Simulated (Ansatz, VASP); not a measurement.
GaP: VASP beside Ansatz

The input POSCAR:

```
GaP
1.0
    0.0000000000      2.7252500000      2.8342600000
    2.7252500000      0.0000000000      2.8342600000
    2.7252500000      2.7252500000      0.0000000000
Ga P
1 1
Direct
    0.0000000000      0.0000000000      0.0000000000
    0.7500000000      0.7500000000      0.7500000000
```

Contents of INCAR.step1:

```
SYSTEM = GaP
PREC     = Accurate       ! precision mode
ENCUT    = 520            ! plane-wave cutoff, eV
ISMEAR   = 0              ! smearing method
SIGMA    = 0.05           ! smearing width, eV
LREAL    = .FALSE.        ! projectors in reciprocal space
LASPH    = .TRUE.         ! aspherical terms in the spheres
NELM     = 80             ! most SCF steps
NBANDS   = 16             ! bands
GGA      = PE             ! functional
ALGO     = Normal         ! electronic algorithm
EDIFF    = 1E-4           ! SCF threshold, eV
LWAVE    = .TRUE.         ! write WAVECAR
LCHARG   = .FALSE.        ! write CHGCAR
```

Contents of INCAR.step2:

```
SYSTEM = GaP
PREC     = Accurate       ! precision mode
ENCUT    = 520            ! plane-wave cutoff, eV
EDIFF    = 1E-6           ! SCF threshold, eV
ISMEAR   = 0              ! smearing method
SIGMA    = 0.05           ! smearing width, eV
LREAL    = .FALSE.        ! projectors in reciprocal space
LASPH    = .TRUE.         ! aspherical terms in the spheres
NELM     = 80             ! most SCF steps
ALGO     = Normal         ! electronic algorithm
ISIF     = 2              ! what is computed and relaxed
LWAVE    = .FALSE.        ! write WAVECAR
LCHARG   = .TRUE.         ! write CHGCAR
METAGGA  = R2SCAN         ! meta-GGA
LMIXTAU  = .TRUE.       
LELF     = .TRUE.         ! ELF
LVHAR    = .TRUE.       
NBANDS   = 16             ! bands
ISTART   = 1
```

Contents of KPOINTS:

```
Automatic mesh
0
G
  8 8 8
  0 0 0
```

Input for Ansatz:

```yaml
crystal:
  lattice:
    - [0.0, 2.72525, 2.83426]
    - [2.72525, 0.0, 2.83426]
    - [2.72525, 2.72525, 0.0]
  atoms:
    - { symbol: Ga, position: [0.0, 0.0, 0.0] }
    - { symbol: P, position: [0.75, 0.75, 0.75] }
basis:
  ecutwfc: 500
kpoints:
  mp_grid: { grid: [8, 8, 8] }
hamiltonian:
  xc: r2scan
scf:
  occupations: { method: gaussian, width: 0.05 }
output:
  forces: true
  stress: true
  eigenvalues: true
```

Change from the starting cell: strain +0.000 along x and y, +0.040 along z, atoms carried along.

Alike in both runs: task single point; functional r2SCAN; k mesh 8 × 8 × 8; occupations gaussian, width 0.05 eV; no spin polarisation.

|  | VASP | Ansatz |
| --- | --- | --- |
| version | VASP 6.6.1 | Ansatz 0.2.0 |
| potentials or method | VASP PAW PBE potentials, release 64 (Ga_d, P), cutoff 520 eV | scalar-relativistic, plane waves, PAW |
| valence electrons in the cell | 18 | 18 |

Ansatz gave:

```
gap on the k mesh at the Fermi level (eV)                     : 1.75
least direct gap on the mesh (eV)                             : 1.93
pressure (GPa)                                                : -3.1
traceless stress, the component that is largest in VASP (GPa) : -2.26
```

Task: What did VASP give for the same quantities?

Result: gap on the k mesh at the Fermi level (eV): 1.76; least direct gap on the mesh (eV): 1.91; pressure (GPa): -3.2; traceless stress, the component that is largest in VASP (GPa): -2.26.

VASP's potentials were made for PBE, not for r2SCAN. With one functional, cell and mesh, what is left measures potentials, basis and numerics.
